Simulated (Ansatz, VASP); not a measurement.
## One calculation of GaP, two programs

INCAR

```
SYSTEM = GaP
  PREC = Accurate
  ENCUT = 520
  EDIFF = 1E-6
  ISMEAR = 0
  SIGMA = 0.05
  LREAL = .FALSE.
  LASPH = .TRUE.
  NELM = 60
  ALGO = Normal
  ISIF = 2
  LWAVE = .FALSE.
  LCHARG = .FALSE.
  NBANDS = 26
```

File KPOINTS:

```
regular mesh
0
G
  9 9 9
  0 0 0
```

The input POSCAR:

```
GaP
1.0
    1.7532557907      1.0122427027      6.9843866516
   -1.7532557907      1.0122427027      6.9843866516
    0.0000000000     -2.0244854054      6.9843866516
Ga P
2 2
Direct
    0.4359784395      0.4359784395      0.4359784395
    0.5640215605      0.5640215605      0.5640215605
    0.0580350955      0.0580350955      0.0580350955
    0.9419649045      0.9419649045      0.9419649045
```

Input for Ansatz:

```yaml
crystal:
  lattice:
    - [1.7532557907, 1.0122427027, 6.9843866516]
    - [-1.7532557907, 1.0122427027, 6.9843866516]
    - [0.0, -2.0244854054, 6.9843866516]
  atoms:
    - { symbol: Ga, position: [0.4359784395, 0.4359784395, 0.4359784395] }
    - { symbol: Ga, position: [0.5640215605, 0.5640215605, 0.5640215605] }
    - { symbol: P, position: [0.0580350955, 0.0580350955, 0.0580350955] }
    - { symbol: P, position: [0.9419649045, 0.9419649045, 0.9419649045] }
basis:
  ecutwfc: 420
kpoints:
  mp_grid: { grid: [9, 9, 9] }
hamiltonian:
  xc: lda
  pseudopotentials: { kind: paw, azcp: { folder: soft_1 } }
scf:
  occupations: { method: gaussian, width: 0.05 }
output:
  forces: true
  stress: true
  eigenvalues: true
```

Alike in both runs: task single point; functional LDA; k mesh 9 × 9 × 9; occupations gaussian, width 0.05 eV; no spin polarisation.

|  | VASP | Ansatz |
| --- | --- | --- |
| version | VASP 6.6.1 | Ansatz 0.2.0 |
| potentials or method | VASP PAW LDA potentials, release 64 (Ga_d, P), cutoff 520 eV | scalar-relativistic, plane waves, PAW |
| valence electrons in the cell | 36 | 36 |

Ansatz gave:

```
gap on the k mesh at the Fermi level (eV)                     : none
pressure (GPa)                                                : 8.5
traceless stress, the component that is largest in VASP (GPa) : -21.55
rms of the force components (eV/Å)                            : 0.754
```

Problem. What did VASP give for the same quantities?

Solution. gap on the k mesh at the Fermi level (eV): none; pressure (GPa): 8.5; traceless stress, the component that is largest in VASP (GPa): -21.61; rms of the force components (eV/Å): 0.762.

Ansatz warns that its potentials were made for another functional, while VASP's fit it. LDA's correlation is that of Perdew and Zunger in VASP and of Perdew and Wang (1992) in Ansatz. Atom by atom the forces differ by 0.009 eV/Å (rms over components). A gap of «none» marks a metal or a gap that the smearing closes.
